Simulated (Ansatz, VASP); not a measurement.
## One calculation of Os, two programs

INCAR

```
AGGAC = 1.0
AGGAX = 1.0
ALDAC = 0.0
ALDAX = 1.0
ALGO = Normal
EDIFF = 1E-6
ENCUT = 520
GGA = B5
ISIF = 2
ISMEAR = -1
LASPH = True
LCHARG = False
LREAL = False
LWAVE = False
NBANDS = 10
NELM = 100
PREC = Accurate
SIGMA = 0.1
```

File KPOINTS:

```
k-points
0
Gamma
  16 16 16
```

POSCAR

```
Os
1.0
    0.0000000000      2.0076217341      2.0076217341
    2.0076217341      0.0000000000      2.0076217341
    2.0076217341      2.0076217341      0.0000000000
Os
1
Direct
    0.0000000000      0.0000000000      0.0000000000
```

Input for Ansatz:

```yaml
crystal:
  lattice:
    - [0.0, 2.0076217341, 2.0076217341]
    - [2.0076217341, 0.0, 2.0076217341]
    - [2.0076217341, 2.0076217341, 0.0]
  atoms:
    - { symbol: Os, position: [0.0, 0.0, 0.0] }
hamiltonian:
  xc: blyp
  pseudopotentials:
    kind: paw
    azcp:
      Os: "pseudopotentials/Os.paw.azcp"
basis:
  ecutwfc: 420
  fft_grid_basis: typed
kpoints:
  mp_grid: { grid: [16, 16, 16], shift: [0, 0, 0] }
magnetization:
  spin_polarized: false
scf:
  occupations: { method: fermi_dirac, width: 0.1 }
  lower_state_search: "off"
output:
  stress: true
```

Alike in both runs: task single point; functional BLYP; k mesh 16 × 16 × 16; occupations fermi-dirac, width 0.1 eV; no spin polarisation.

|  | VASP | Ansatz |
| --- | --- | --- |
| version | VASP 6.6.1 | Ansatz 0.2.0 |
| potentials or method | VASP PAW PBE potentials, release 64 (Os), cutoff 520 eV | plane waves (420 eV) with PAW, scalar-relativistic |
| valence electrons in the cell | 8 | 16 |

|  | VASP | Ansatz | Ansatz less VASP |
| --- | --- | --- | --- |
| pressure (GPa) | -19.9 | -21.6 | -1.65 |

VASP's potentials were made for PBE, not for BLYP. With one functional, cell and mesh, what is left measures potentials, basis and numerics. VASP's potentials hold 8 valence electrons a cell and Ansatz's 16, so a difference there can come from the potentials and not from the codes.

Spin-orbit coupling is off throughout.
